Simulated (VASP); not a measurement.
# Co3H in VASP: single point with r2SCAN

Aim: the single point of Co3H with r2SCAN.

All numbers are computed with VASP 6.6.1; they aren't measurements. Logs are shortened: lines on timing, memory, paths and dates and some standing lists are left out, and cuts for length are marked.

### 1 The cell of the first run

The typed cell holds 8 atoms: a = 4.777 Å, b = 4.777 Å, c = 3.844 Å, α = 90.00°, β = 90.00°, γ = 60.00°.

### 2 Single point, r2SCAN, collinear spin, ferromagnetic start

The input, POSCAR:

```
Co3H
1.0
    2.3882540000      4.1365770000      0.0000000000
   -2.3882540000      4.1365770000      0.0000000000
    0.0000000000      0.0000000000      3.8435960000
Co H
6 2
Direct
    0.8330000000      0.8330000000      0.2500000000
    0.1670000000      0.6660000000      0.7500000000
    0.3340000000      0.8330000000      0.2500000000
    0.1670000000      0.1670000000      0.7500000000
    0.8330000000      0.3340000000      0.2500000000
    0.6660000000      0.1670000000      0.7500000000
    0.3333000000      0.3334000000      0.2500000000
    0.6666000000      0.6667000000      0.7500000000
```

The input, INCAR.step1:

```
SYSTEM = Co3H
PREC     = Accurate       ! precision mode
ENCUT    = 520            ! plane-wave cutoff, eV
ISMEAR   = -1             ! smearing method
SIGMA    = 0.1            ! smearing width, eV
LREAL    = .False.        ! projectors in reciprocal space
LASPH    = .True.         ! aspherical terms in the spheres
NELM     = 150            ! most SCF steps
ISPIN    = 2              ! spin polarisation
MAGMOM   = 3 3 3 3 3 3 0 0 ! initial moments
LMAXMIX  = 4              ! l up to which the mixer works
NBANDS   = 42             ! bands
GGA      = PE             ! functional
ALGO     = Normal         ! electronic algorithm
EDIFF    = 1E-4           ! SCF threshold, eV
LWAVE    = .True.         ! write WAVECAR
LCHARG   = .False.        ! write CHGCAR
```

The input, INCAR.step2:

```
SYSTEM = Co3H
PREC     = Accurate       ! precision mode
ENCUT    = 520            ! plane-wave cutoff, eV
EDIFF    = 1E-7           ! SCF threshold, eV
ISMEAR   = -1             ! smearing method
SIGMA    = 0.1            ! smearing width, eV
LREAL    = .False.        ! projectors in reciprocal space
LASPH    = .True.         ! aspherical terms in the spheres
NELM     = 150            ! most SCF steps
ALGO     = Normal         ! electronic algorithm
ISIF     = 2              ! what is computed and relaxed
LWAVE    = .False.        ! write WAVECAR
LCHARG   = .False.        ! write CHGCAR
ISPIN    = 2              ! spin polarisation
MAGMOM   = 3 3 3 3 3 3 0 0 ! initial moments
LORBIT   = 11             ! projections on sites
LMAXMIX  = 4              ! l up to which the mixer works
METAGGA  = R2SCAN         ! meta-GGA
LMIXTAU  = .True.       
NBANDS   = 42             ! bands
ISTART   = 1
```

The input, KPOINTS:

```
regular mesh
0
Gamma
  4 4 5
  0 0 0
```

Potentials or basis: VASP PAW PBE potentials, release 64 (Co, H).

On the command line:

```
> cat potpaw_PBE.64/Co/POTCAR potpaw_PBE.64/H/POTCAR > POTCAR
> cp INCAR.step1 INCAR
> mpirun -np 1 vasp_std > vasp.out
> cp INCAR.step2 INCAR
> mpirun -np 1 vasp_std > vasp.out
```

OUTCAR:

```text
SYSTEM = Co3H
   PREC = Accurate
   ENCUT = 520
   EDIFF = 1E-7
   ISMEAR = -1
   LREAL = .False.
   LASPH = .True.
   NELM = 150
   ISIF = 2
   ISPIN = 2
   LORBIT = 11
   METAGGA = R2SCAN
   ISTART = 1

 ion  position               nearest neighbor table
   1  0.833  0.833  0.250-   2 2.37   6 2.37   2 2.37   6 2.37   5 2.38   3 2.38   3 2.39   5 2.39

   2  0.167  0.666  0.750-   3 2.37   3 2.37   1 2.37   1 2.37   4 2.38   6 2.38   4 2.39   6 2.39

   3  0.334  0.833  0.250-   2 2.37   2 2.37   4 2.37   4 2.37   1 2.38   5 2.38   1 2.39   5 2.39

   4  0.167  0.167  0.750-   3 2.37   5 2.37   3 2.37   5 2.37   2 2.38   6 2.38   2 2.39   6 2.39

   5  0.833  0.334  0.250-   6 2.37   6 2.37   4 2.37   4 2.37   1 2.38   3 2.38   1 2.39   3 2.39

   6  0.666  0.167  0.750-   5 2.37   5 2.37   1 2.37   1 2.37   4 2.38   2 2.38   4 2.39   2 2.39

   7  0.333  0.333  0.250-
   8  0.667  0.667  0.750-

  LATTYP: Found a hexagonal cell.
 ALAT       =     4.7765077667
 C/A-ratio  =     0.8046874804

  Lattice vectors:

 A1 = (   2.3882540000,  -4.1365770000,   0.0000000000)
 A2 = (   2.3882540000,   4.1365770000,   0.0000000000)
 A3 = (   0.0000000000,   0.0000000000,   3.8435960000)

Analysis of symmetry for initial positions (statically):
=====================================================================
 Subroutine PRICEL returns:
 Original cell was already a primitive cell.

 Routine SETGRP: Setting up the symmetry group for a
 hexagonal supercell.

 Subroutine GETGRP returns: Found  4 space group operations
 (whereof  2 operations were pure point group operations)
 out of a pool of 24 trial point group operations.

The static configuration has the point symmetry C_2 .
 The point group associated with its full space group is C_2v.

Analysis of symmetry for dynamics (positions and initial velocities):
=====================================================================
 Subroutine PRICEL returns:
 Original cell was already a primitive cell.

 Routine SETGRP: Setting up the symmetry group for a
 hexagonal supercell.

 Subroutine GETGRP returns: Found  4 space group operations
 (whereof  2 operations were pure point group operations)
 out of a pool of 24 trial point group operations.

The dynamic configuration has the point symmetry C_2 .
 The point group associated with its full space group is C_2v.

Analysis of structural, dynamic, and magnetic symmetry:
=====================================================================
 Subroutine PRICEL returns:
 Original cell was already a primitive cell.

 Routine SETGRP: Setting up the symmetry group for a
 hexagonal supercell.

 Subroutine GETGRP returns: Found  4 space group operations
 (whereof  2 operations were pure point group operations)
 out of a pool of 24 trial point group operations.

The overall configuration has the point symmetry C_2 .
 The point group associated with its full space group is C_2v.

 Subroutine INISYM returns: Found  4 space group operations
 (whereof  2 operations are pure point group operations),
 and found     1 'primitive' translations

----------------------------------------------------------------------------------------

                                     Primitive cell

  volume of cell :      75.9433

  direct lattice vectors                    reciprocal lattice vectors
     2.388254000  4.136577000  0.000000000     0.209357966  0.120872886  0.000000000
    -2.388254000  4.136577000  0.000000000    -0.209357966  0.120872886  0.000000000
     0.000000000  0.000000000  3.843596000     0.000000000  0.000000000  0.260173025

  length of vectors
     4.776507767  4.776507767  3.843596000     0.241745760  0.241745760  0.260173025

  position of ions in fractional coordinates (direct lattice)
     0.833000000  0.833000000  0.250000000
     0.167000000  0.666000000  0.750000000
     0.334000000  0.833000000  0.250000000
     0.167000000  0.167000000  0.750000000
     0.833000000  0.334000000  0.250000000
     0.666000000  0.167000000  0.750000000
     0.333300000  0.333400000  0.250000000
     0.666600000  0.666700000  0.750000000

  ion indices of the primitive-cell ions
   primitive index   ion index
                 1           1
                 2           2
[... 29 lines left out ...]
 ===========================================

 Found     21 irreducible k-points:

 Following reciprocal coordinates:
            Coordinates               Weight
  0.000000  0.000000  0.000000      1.000000
  0.250000 -0.000000  0.000000      4.000000
  0.250000  0.250000  0.000000      2.000000
  0.500000 -0.000000  0.000000      2.000000
  0.500000  0.500000  0.000000      1.000000
  0.500000  0.250000  0.000000      4.000000
[... 13 lines left out ...]
  0.500000  0.250000  0.400000      8.000000
 -0.250000  0.250000  0.400000      4.000000
   k-points           NKPTS =     21   k-points in BZ     NKDIM =     21   number of bands    NBANDS=     42
   number of dos      NEDOS =    301   number of ions     NIONS =      8
   total plane-waves  NPLWV =  38880
   dimension x,y,z NGX =    36 NGY =   36 NGZ =   30
   dimension x,y,z NGXF=    72 NGYF=   72 NGZF=   60
   ions per type =               6   2
   NGX,Y,Z   is equivalent  to a cutoff of  12.53, 12.53, 12.98 a.u.
   NGXF,Y,Z  is equivalent  to a cutoff of  25.06, 25.06, 25.95 a.u.
 SYSTEM =  Co3H
   PREC   = accura    normal or accurate (medium, high low for compatibility)
   ISTART =      1    job   : 0-new  1-cont  2-samecut
   ICHARG =      0    charge: 1-file 2-atom 10-const
   ISPIN  =      2    spin polarized calculation?
   LNONCOLLINEAR =      F non collinear calculations
   LSORBIT =      F    spin-orbit coupling
   LASPH  =      T    aspherical Exc in radial PAW
   ENCUT  =  520.0 eV  38.22 Ry    6.18 a.u.   8.88  8.88  7.15*2*pi/ulx,y,z
   NELM   =    150;   NELMIN=  2; NELMDL=  0     # of ELM steps
   EDIFF  = 0.1E-06   stopping-criterion for ELM
   LREAL  =      F    real-space projection
   EDIFFG = 0.1E-05   stopping-criterion for IOM
   NSW    =      0    number of steps for IOM
   IBRION =     -1    ionic relax: 0-MD 1-quasi-New 2-CG
   NFREE  =      0    steps in history (QN), initial steepest desc. (CG)
   ISIF   =      2    stress and relaxation
   ISYM   =      2    0-nonsym 1-usesym 2-fastsym
   POTIM  = 0.5000    time-step for ionic-motion
   TEBEG  =    0.0;   TEEND  =   0.0 temperature during run
   PSTRESS=    0.0 pullay stress
   NELECT =      56.0000    total number of electrons
   NUPDOWN=      -1.0000    fix difference up-down
   EMIN   =  10.00;   EMAX   =-10.00  energy-range for DOS
   EFERMI =   0.00;   METHOD = LEGACY
   ISMEAR =    -1;   SIGMA  =   0.10  broadening in eV -4-tet -1-fermi 0-gaus
   EFERMI_NEDOS =   21; number of points for ismear=-14 and -15
   IALGO  =     38    algorithm
   IMIX   =      4    mixing-type and parameters
     AMIX     =   0.40;   BMIX     =  1.00
     AMIX_MAG =   1.60;   BMIX_MAG =  1.00
  volume/ion in A,a.u.               =       9.49        64.06
  Fermi-wavevector in a.u.,A,eV,Ry     =   1.479021  2.794945 29.762793  2.187504
  Thomas-Fermi vector in A             =   2.593230
   LORBIT       =     11    0 simple, 1 ext, 2 COOP (PROOUT), +10 PAW based schemes
   METAGGA = R2SCAN    functional components
   LHFCALC =     F    Hartree Fock is set to
   AEXX    =    0.0000 exact exchange contribution
   IVDW    =     0    specifies the selected vdW correction
   LEPSILON=     F    determine dielectric tensor
   LRPA    =     F    only Hartree local field effects (RPA)
 spin polarized calculation
  energy-cutoff  :      520.00
  volume of cell :       75.94
 maximum number of plane-waves:      2065
   NGX = 17   NGY = 17   NGZ = 15

 number of electron      56.0000064 magnetization      10.6578116

 Free energy of the ion-electron system (eV)
  ---------------------------------------------------
  ext. energy  EPLUGINS =         0.00000000
  ---------------------------------------------------
  free energy    TOTEN  =       -81.64963268 eV

  energy without entropy =      -81.47729451  energy(sigma->0) =      -81.56346359

 E-fermi :   9.3855     XC(G=0): -13.8884

 val. band max:        9.3826872923   @ k =   0.0000   0.0000   0.4000
 cond. band min:       9.3877576941   @ k =   0.2500   0.2500   0.2000
 fundamental gap:      0.0050704018
 Fermi energy:         9.3855326294

 spin component 1

 k-point     1 :       0.0000    0.0000    0.0000
  band No.  band energies     occupation
      1      -1.1259      1.00000
      2       2.0593      1.00000
      3       3.2613      1.00000
      4       3.2777      1.00000
      5       3.8480      1.00000
      6       4.1576      1.00000
[... 892 lines left out ...]
     39      14.8742      0.00000
     40      15.6313      0.00000
 Fermi energy:         9.3855326294

 spin component 2

 k-point     1 :       0.0000    0.0000    0.0000
  band No.  band energies     occupation
      1      -1.4167      1.00000
      2       2.9924      1.00000
      3       4.7456      1.00000
      4       5.0755      1.00000
      5       5.3443      1.00000
      6       5.3444      1.00000
[... 892 lines left out ...]
     39      15.3738      0.00000
     40      16.1581      0.00000
 [bands above 40 left out]

------------------------ aborting loop because EDIFF is reached ----------------------------------------

  FORCE on cell =-STRESS in cart. coord.  units (eV):
  Direction    XX          YY          ZZ          XY          YZ          ZX
  --------------------------------------------------------------------------------------
  -------------------------------------------------------------------------------------
  Total        0.7798984      0.7799493      0.4477052      0.0000000      0.0000000      0.0000000
  in kB       16.4535372     16.4546094      9.4452482      0.0000000      0.0000000      0.0000000
  external PRESSURE =      14.1177983 kB  Pullay stress =       0.0000000 kB

 VOLUME and BASIS-vectors are now :
 -----------------------------------------------------------------------------
  energy-cutoff  :      520.00
  volume of cell :       75.94
      direct lattice vectors                 reciprocal lattice vectors
     2.388254000  4.136577000  0.000000000     0.209357966  0.120872886  0.000000000
    -2.388254000  4.136577000  0.000000000    -0.209357966  0.120872886  0.000000000
     0.000000000  0.000000000  3.843596000     0.000000000  0.000000000  0.260173025

 POSITION                                       TOTAL-FORCE (eV/Angst)
 -----------------------------------------------------------------------------------
      0.00000      6.89154      0.96090         0.000250     -0.889536      0.000000
     -1.19174      3.44577      2.88270         0.770621     -0.444686      0.000000
     -1.19174      4.82739      0.96090         0.770621      0.444686     -0.000000
      0.00000      1.38162      2.88270         0.000250      0.889536      0.000000
      1.19174      4.82739      0.96090        -0.770257      0.444706      0.000000
      1.19174      3.44577      2.88270        -0.770257     -0.444706     -0.000000
     -0.00024      2.75786      0.96090        -0.000614      0.000325      0.000000
     -0.00024      5.51530      2.88270        -0.000614     -0.000325      0.000000
 -----------------------------------------------------------------------------------
    total drift:                                0.000026      0.000000      0.000000

  FREE ENERGIE OF THE ION-ELECTRON SYSTEM (eV)
  ---------------------------------------------------
  free  energy   TOTEN  =       -81.6496326792 eV

  energy  without entropy=      -81.4772945095  energy(sigma->0) =      -81.56346359

 total charge

# of ion       s       p       d       tot
------------------------------------------
    1        0.513   0.520   7.287   8.321
    2        0.513   0.520   7.287   8.321
    3        0.513   0.520   7.287   8.321
    4        0.513   0.520   7.287   8.321
    5        0.513   0.520   7.287   8.321
    6        0.513   0.520   7.287   8.321
    7        0.371   0.018   0.000   0.389
    8        0.371   0.018   0.000   0.389
--------------------------------------------------
tot          3.822   3.158  43.724  50.704

 magnetization (x)

# of ion       s       p       d       tot
------------------------------------------
    1       -0.013  -0.052   1.879   1.814
    2       -0.013  -0.052   1.879   1.814
    3       -0.013  -0.052   1.879   1.814
    4       -0.013  -0.052   1.879   1.814
    5       -0.013  -0.052   1.879   1.814
    6       -0.013  -0.052   1.879   1.814
    7        0.021  -0.004   0.000   0.017
    8        0.021  -0.004   0.000   0.017
--------------------------------------------------
tot         -0.036  -0.317  11.272  10.919
```

Wall time 8.1 min (1 thread of Intel Xeon Platinum 8259CL at 2.50GHz (Skylake/Cascade Lake), shared host); peak memory 0.29 GiB.

What came out:

| Item | Value |
| --- | --- |
| Free energy | -81.6496 eV |
| Pressure | 1.4 GPa |
| Largest force | 0.890 eV/Å |
| Net moment | 10.66 μB per cell |
| Site moments | Co +1.81; H +0.02 μB |
| Valence electrons inside the program's atomic spheres | Co 8.32; H 0.39 |

Forces on the atoms (eV/Å):
```
Co   0.000 -0.890  0.000
Co   0.771 -0.445  0.000
Co   0.771  0.445  0.000
Co   0.000  0.890  0.000
Co  -0.770  0.445  0.000
Co  -0.770 -0.445  0.000
H   -0.001  0.000  0.000
H   -0.001  0.000  0.000
```

Caveat: the k points lie up to 0.38 Å⁻¹ apart; the PAW data sets were made with another functional, which shifts forces and pressure a little.
